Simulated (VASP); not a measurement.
# TiSi2 (Fddd) in VASP: single point with PBE

Aim: the single point of TiSi2 with PBE.

Everything below comes from runs of VASP 6.6.1. Logs are shortened: lines on timing, memory, paths and dates and some standing lists are left out, and cuts for length are marked.

### 1 The cell of the first run

It takes space group Fddd (No. 70, orthorhombic). Conventional cell: a = 4.773 Å, b = 8.236 Å, c = 8.523 Å, α = 90.00°, β = 90.00°, γ = 90.00°. Ti (site symmetry 222) has 10 Si at 2.54 to 2.77 Å and 4 Ti at 3.19 Å within 3.4 Å. Within 3.3 Å of Si (site symmetry 2) lie 9 Si at 2.52 to 3.19 Å and 5 Ti at 2.54 to 2.77 Å.

### 2 Single point, PBE

File INCAR:

```
SYSTEM = TiSi2
PREC = Accurate
ENCUT = 520
EDIFF = 1E-6
ISMEAR = -1
SIGMA = 0.05
LREAL = .FALSE.
LASPH = .TRUE.
NELM = 100
ALGO = Normal
ISIF = 2
LWAVE = .FALSE.
LCHARG = .TRUE.
GGA = PE
LELF = .TRUE.
LVHAR = .TRUE.
NBANDS = 29
```

File KPOINTS:

```
Automatic mesh
0
G
  13 13 13
  0 0 0
```

File POSCAR:

```
TiSi2
1.0
    0.0000000000      4.1180000000      4.2615000000
    2.3865000000      0.0000000000      4.2615000000
    2.3865000000      4.1180000000      0.0000000000
Ti Si
2 4
Direct
    0.7500000000      0.7500000000      0.7500000000
    0.5000000000      0.5000000000      0.5000000000
    0.0868558212      0.4131441788      0.0868558212
    0.4131441788      0.0868558212      0.4131441788
    0.1631441788      0.8368558212      0.1631441788
    0.8368558212      0.1631441788      0.8368558212
```

Potentials or basis: VASP PAW PBE potentials, release 64 (Ti_sv, Si).

The run is started by

```
$ cat potpaw_PBE.64/Ti_sv/POTCAR potpaw_PBE.64/Si/POTCAR > POTCAR
$ mpirun -np 1 vasp_std > vasp.out
```

OUTCAR:

```text
SYSTEM = TiSi2
   PREC = Accurate
   ENCUT = 520
   EDIFF = 1E-6
   ISMEAR = -1
   LREAL = .FALSE.
   LASPH = .TRUE.
   NELM = 100
   ISIF = 2
   GGA = PE

 ion  position               nearest neighbor table
   1  0.750  0.750  0.750-   6 2.54   6 2.54   5 2.54   5 2.54   4 2.74   4 2.74   3 2.74   3 2.74
                             3 2.77   4 2.77
   2  0.500  0.500  0.500-   4 2.54   4 2.54   3 2.54   3 2.54   5 2.74   5 2.74   6 2.74   6 2.74
                             5 2.77   6 2.77
   3  0.087  0.413  0.087-   5 2.52   5 2.52   2 2.54   2 2.54   4 2.69   1 2.74   1 2.74   1 2.77
                             4 2.78   4 2.78
   4  0.413  0.087  0.413-   6 2.52   6 2.52   2 2.54   2 2.54   3 2.69   1 2.74   1 2.74   1 2.77
                             3 2.78   3 2.78
   5  0.163  0.837  0.163-   3 2.52   3 2.52   1 2.54   1 2.54   6 2.69   2 2.74   2 2.74   2 2.77
                             6 2.78   6 2.78
   6  0.837  0.163  0.837-   4 2.52   4 2.52   1 2.54   1 2.54   5 2.69   2 2.74   2 2.74   2 2.77
                             5 2.78   5 2.78

  LATTYP: Found a face centered orthorhombic cell.
 ALAT       =     4.7730000000
 B/A-ratio  =     1.7255394930
 C/A-ratio  =     1.7856693903

  Lattice vectors:

 A1 = (   0.0000000000,   4.1180000000,   4.2615000000)
 A2 = (   2.3865000000,   0.0000000000,   4.2615000000)
 A3 = (   2.3865000000,   4.1180000000,   0.0000000000)

Analysis of symmetry for initial positions (statically):
=====================================================================
 Subroutine PRICEL returns:
 Original cell was already a primitive cell.

 Routine SETGRP: Setting up the symmetry group for a
 face centered orthorhombic supercell.

 Subroutine GETGRP returns: Found  8 space group operations
 (whereof  4 operations were pure point group operations)
 out of a pool of  8 trial point group operations.

The static configuration has the point symmetry D_2 .
 The point group associated with its full space group is D_2h.

Analysis of symmetry for dynamics (positions and initial velocities):
=====================================================================
 Subroutine PRICEL returns:
 Original cell was already a primitive cell.

 Routine SETGRP: Setting up the symmetry group for a
 face centered orthorhombic supercell.

 Subroutine GETGRP returns: Found  8 space group operations
[... 112 lines left out ...]
   EDIFF  = 0.1E-05   stopping-criterion for ELM
   LREAL  =      F    real-space projection
   EDIFFG = 0.1E-04   stopping-criterion for IOM
   NSW    =      0    number of steps for IOM
   IBRION =     -1    ionic relax: 0-MD 1-quasi-New 2-CG
   NFREE  =      0    steps in history (QN), initial steepest desc. (CG)
   ISIF   =      2    stress and relaxation
   ISYM   =      2    0-nonsym 1-usesym 2-fastsym
   POTIM  = 0.5000    time-step for ionic-motion
   TEBEG  =    0.0;   TEEND  =   0.0 temperature during run
   PSTRESS=    0.0 pullay stress
   NELECT =      40.0000    total number of electrons
   NUPDOWN=      -1.0000    fix difference up-down
   EMIN   =  10.00;   EMAX   =-10.00  energy-range for DOS
   EFERMI =   0.00;   METHOD = LEGACY
   ISMEAR =    -1;   SIGMA  =   0.05  broadening in eV -4-tet -1-fermi 0-gaus
   EFERMI_NEDOS =   21; number of points for ismear=-14 and -15
   IALGO  =     38    algorithm
   IMIX   =      4    mixing-type and parameters
     AMIX     =   0.40;   BMIX     =  1.00
     AMIX_MAG =   1.60;   BMIX_MAG =  1.00
  volume/ion in A,a.u.               =      13.96        94.21
  Fermi-wavevector in a.u.,A,eV,Ry     =   1.279621  2.418133 22.278591  1.637430
  Thomas-Fermi vector in A             =   2.412096
   LORBIT       =      0    0 simple, 1 ext, 2 COOP (PROOUT), +10 PAW based schemes
   GGA     = PE    functional components
   LHFCALC =     F    Hartree Fock is set to
   AEXX    =    0.0000 exact exchange contribution
   IVDW    =     0    specifies the selected vdW correction
   LEPSILON=     F    determine dielectric tensor
   LRPA    =     F    only Hartree local field effects (RPA)
 non-spin polarized calculation
  energy-cutoff  :      520.00
  volume of cell :       83.76
 maximum number of plane-waves:      2280
 NGX is ok and might be reduce to    48
   NGX = 23   NGY = 19   NGZ = 17

 number of electron      40.0000003 magnetization

 Free energy of the ion-electron system (eV)
  ---------------------------------------------------
  ext. energy  EPLUGINS =         0.00000000
  ---------------------------------------------------
  free energy    TOTEN  =       -40.70166260 eV

  energy without entropy =      -40.68279187  energy(sigma->0) =      -40.69222724

 E-fermi :  10.2097     XC(G=0): -11.7434

 val. band max:       10.2090786642   @ k =  -0.1538   0.0769   0.1538
 cond. band min:      10.2102221512   @ k =  -0.3077   0.1538   0.2308
 fundamental gap:      0.0011434870
 Fermi energy:        10.2097311834

 k-point     1 :       0.0000    0.0000    0.0000
  band No.  band energies     occupation
      1     -46.0525      2.00000
      2     -46.0238      2.00000
      3     -22.4333      2.00000
      4     -22.4264      2.00000
      5     -22.3426      2.00000
      6     -22.3278      2.00000
[... 757 lines left out ...]
     28      14.3060      0.00000
     29      14.5139      0.00000

 [... further k-points ...]

------------------------ aborting loop because EDIFF is reached ----------------------------------------

  FORCE on cell =-STRESS in cart. coord.  units (eV):
  Direction    XX          YY          ZZ          XY          YZ          ZX
  --------------------------------------------------------------------------------------
  -------------------------------------------------------------------------------------
  Total        1.4296590      0.8117538      1.3644645      0.0000000      0.0000000      0.0000000
  in kB       27.3465641     15.5272543     26.0995214      0.0000000      0.0000000      0.0000000
  external PRESSURE =      22.9911133 kB  Pullay stress =       0.0000000 kB

 VOLUME and BASIS-vectors are now :
 -----------------------------------------------------------------------------
  energy-cutoff  :      520.00
  volume of cell :       83.76
      direct lattice vectors                 reciprocal lattice vectors
     0.000000000  4.118000000  4.261500000    -0.209511837  0.121418164  0.117329579
     2.386500000  0.000000000  4.261500000     0.209511837 -0.121418164  0.117329579
     2.386500000  4.118000000  0.000000000     0.209511837  0.121418164 -0.117329579

 POSITION                                       TOTAL-FORCE (eV/Angst)
 -----------------------------------------------------------------------------------
      3.57975      6.17700      6.39225         0.000000      0.000000      0.000000
      2.38650      4.11800      4.26150        -0.000000      0.000000     -0.000000
      1.19325      0.71534      2.13075        -0.000000      0.000048      0.000000
      1.19325      3.40266      2.13075        -0.000000     -0.000048      0.000000
      2.38650      1.34366      4.26150        -0.000000     -0.000048     -0.000000
      2.38650      6.89234      4.26150        -0.000000      0.000048     -0.000000
 -----------------------------------------------------------------------------------
    total drift:                               -0.000000     -0.000000     -0.000000

  FREE ENERGIE OF THE ION-ELECTRON SYSTEM (eV)
  ---------------------------------------------------
  free  energy   TOTEN  =       -40.7016625988 eV

  energy  without entropy=      -40.6827918715  energy(sigma->0) =      -40.69222724
```

stdout:

```text
POSCAR found type information on POSCAR TiSi
 POSCAR found :  2 types and       6 ions
 scaLAPACK will be used
 LDA part: xc-table for (Slater+PW92), standard interpolation
 POSCAR, INCAR and KPOINTS ok, starting setup
 FFT: planning ... GRIDC
 FFT: planning ... GRID_SOFT
 FFT: planning ... GRID
 WAVECAR not read
 entering main loop
```

It took 10 min on 1 thread of Intel Xeon Platinum 8488C (Sapphire Rapids), shared host; peak memory 0.74 GiB.

Results:

| Item | Value |
| --- | --- |
| Free energy | -40.7017 eV |
| Pressure | 2.3 GPa |
| Band gap on the k mesh | zero (bands 20 and 21 overlap by 1.89 eV) |
